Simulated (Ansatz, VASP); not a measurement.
## MgO in VASP and in Ansatz

The input INCAR:

```
PREC     = Accurate       # precision mode
ENCUT    = 520            # plane-wave cutoff, eV
EDIFF    = 1E-6           # SCF threshold, eV
ISMEAR   = -1             # smearing method
SIGMA    = 0.08           # smearing width, eV
LREAL    = F              # projectors in reciprocal space
LASPH    = T              # aspherical terms in the spheres
NELM     = 80             # most SCF steps
ALGO     = Normal         # electronic algorithm
ISIF     = 2              # what is computed and relaxed
LWAVE    = F              # write WAVECAR
LCHARG   = T              # write CHGCAR
GGA      = PE             # functional
LELF     = T              # ELF
LVHAR    = T            
NBANDS   = 11             # bands
```

The input KPOINTS:

```
regular mesh
0
Gamma
  15 15 15
```

The input POSCAR:

```
MgO
1.0
    2.4692076818      0.0000000000      0.0000000000
    0.0000000000      2.4692076818      0.0000000000
    0.0000000000      0.0000000000      2.4692076818
Mg O
1 1
Direct
    0.0000000000      0.0000000000      0.0000000000
    0.5000000000      0.5000000000      0.5000000000
```

Input for Ansatz:

```yaml
crystal:
  lattice:
    - [2.4692076818, 0.0, 0.0]
    - [0.0, 2.4692076818, 0.0]
    - [0.0, 0.0, 2.4692076818]
  atoms:
    - { symbol: Mg, position: [0.0, 0.0, 0.0] }
    - { symbol: O, position: [0.5, 0.5, 0.5] }
kpoints:
  mp_grid: { grid: [15, 15, 15] }
scf:
  occupations: { method: fermi_dirac, width: 0.08 }
hamiltonian:
  xc: pbe
  pseudopotentials: { kind: paw }
output:
  forces: true
  stress: true
  eigenvalues: true
  populations: true
```

Change from the starting cell: volume scaled by 0.8, PAW files.

Alike in both runs: task single point; functional PBE; k mesh 15 × 15 × 15; occupations fermi-dirac, width 0.08 eV; no spin polarisation.

|  | VASP | Ansatz |
| --- | --- | --- |
| version | VASP 6.6.1 | Ansatz 0.2.0 |
| potentials or method | VASP PAW PBE potentials, release 64 (Mg, O) | PAW with Ansatz's default frozen-core files, scalar-relativistic |
| plane-wave cutoff (eV) | 520 | 420 |
| valence electrons in the cell | 8 | 16 |

Ansatz gave:

- gap on the k mesh at the Fermi level (eV): 4.59
- pressure (GPa): 48.8

Question: Which values does VASP return?

Answer: gap on the k mesh at the Fermi level (eV): 4.58; pressure (GPa): 48.1.

Both programs put the cell under a high pressure, so it lies far from rest at this level. The functional is the same, so the differences come from potentials, cutoffs and numerics. VASP's potentials hold 8 valence electrons a cell and Ansatz's 16, so a difference there can come from the potentials and not from the codes.
